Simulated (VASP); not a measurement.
Here is a VASP 6.6.1 calculation.

INCAR

```
PREC = Accurate
ENCUT = 400
EDIFF = 1E-6
ISMEAR = 0
SIGMA = 0.02
LREAL = F
LASPH = T
NELM = 120
ALGO = Normal
ISIF = 2
LWAVE = F
LCHARG = F
GGA = PE
NBANDS = 114
NELECT = 192.0
GGA_COMPAT = F
```

KPOINTS

```
Automatic mesh
0
Gamma
  2 2 2
  0.5 0.5 0.5
```

The input POSCAR:

```
Zr8HS16
1.0
    0.0000000000      6.3829682806     -6.7579064893
    0.0000000000      6.3829682806      6.7579064893
    7.3704169100     -6.3829682806      0.0000000000
Zr S H
8 16 1
Direct
   -0.0092956819     -0.0157327346     -0.0000024422
    0.1286965777      0.1233902006      0.7388516914
    0.2476512933      0.2490499513      0.4945813845
    0.3898422263      0.3845346655      0.2611435721
    0.5007860837      0.4971607006     -0.0000006784
    0.6207479178      0.6188346034      0.7492886858
    0.7530661839      0.7544695771      0.5054167282
    0.8714542346      0.8695472831      0.2507072561
    0.8166019987      0.5986130398      0.2523496327
    0.9418447602      0.7192011053     -0.0000010854
    0.0676680919      0.8630889827      0.7583788093
    0.1921443247      0.9747434933      0.4968299683
    0.3092874898      0.1047074172      0.2416172683
    0.4364865052      0.2246031353     -0.0000012211
    0.5642526873      0.3462610649      0.7476486157
    0.6953133957      0.4779121928      0.5031657022
    0.0610063751      0.2847989065     -0.0000021708
    0.1853369572      0.3996135238      0.7484031185
    0.3107733196      0.5252943406      0.5010981122
    0.4369306334      0.6512089757      0.2515932304
    0.5596440886      0.7707008711     -0.0000027136
    0.6838711457      0.8963329491      0.7523848471
    0.8096741960      0.0241979529      0.4989004075
    0.9314875260      0.1439479220      0.2476135370
    0.9968002681      0.4132578639      0.0000006784
```

Potentials or basis: VASP PAW PBE potentials, release 64 (Zr_sv, S, H).

Run with:

```console
$ cat potpaw_PBE.64/Zr_sv/POTCAR potpaw_PBE.64/S/POTCAR potpaw_PBE.64/H/POTCAR > POTCAR
$ mpirun -np 1 vasp_std > vasp.out
```

Problem. What does it give for the largest force?

Solution. 0.241 eV/Å.

Forces on the atoms (eV/Å):
```
Zr   0.000  0.019  0.028
Zr  -0.026  0.010 -0.082
Zr  -0.005  0.028  0.011
Zr   0.026  0.010 -0.082
Zr   0.000  0.008 -0.005
Zr   0.012  0.010  0.058
Zr   0.005  0.028  0.011
Zr  -0.012  0.010  0.058
S    0.001  0.027  0.008
S    0.000  0.022  0.053
S    0.000 -0.012 -0.016
S   -0.026  0.015 -0.017
S    0.000 -0.012 -0.016
S    0.000  0.014 -0.041
S   -0.001  0.027  0.008
S    0.026  0.015 -0.017
S    0.000 -0.040 -0.015
S    0.002 -0.023  0.008
S   -0.020  0.013  0.020
S   -0.002 -0.023  0.008
S    0.000  0.000  0.050
S   -0.012  0.017  0.046
S    0.020  0.013  0.020
S    0.012  0.017  0.046
H    0.000 -0.193 -0.144
```

Caveat: the cell carries a net charge on a neutralising background, which shifts energy and pressure.
